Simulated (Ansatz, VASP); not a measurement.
**MgTe: VASP beside Ansatz**

```
Mg Te
1.0
     4.57773    0.00000    0.00000
    -2.28887    3.96443    0.00000
     0.00000    0.00000    7.45483
Mg Te
2 2
Direct
  0.33333 0.66667 0.99689
  0.66667 0.33333 0.49689
  0.33333 0.66667 0.37311
  0.66667 0.33333 0.87311
```

Alike in both runs: task single point; functional HSE06; k mesh 6 × 6 × 2; no spin polarisation.

|  | VASP | Ansatz |
| --- | --- | --- |
| version | VASP 6.6.1 | Ansatz 0.2.0 |
| potentials or method | VASP PAW PBE potentials, release 64 (Mg, Te) | plane waves, PAW |
| plane-wave cutoff (eV) | 520 | 420 |
| occupations | gaussian, width 0.01 eV | fixed |
| valence electrons in the cell | 16 | 52 |

|  | VASP | Ansatz | Ansatz less VASP |
| --- | --- | --- | --- |
| gap on the k mesh at the Fermi level (eV) | 3.21 | 3.32 | +0.111 |
| pressure (GPa) | -0.2 | -0.1 | +0.17 |

VASP's potentials hold 16 valence electrons a cell and Ansatz's 52, so a difference there can come from the potentials and not from the codes. Ansatz's warnings: stress exchange threshold loose, stress scf threshold loose.

The k mesh is coarse, so the values compare programs but aren't converged. Neither program's run includes spin-orbit coupling.
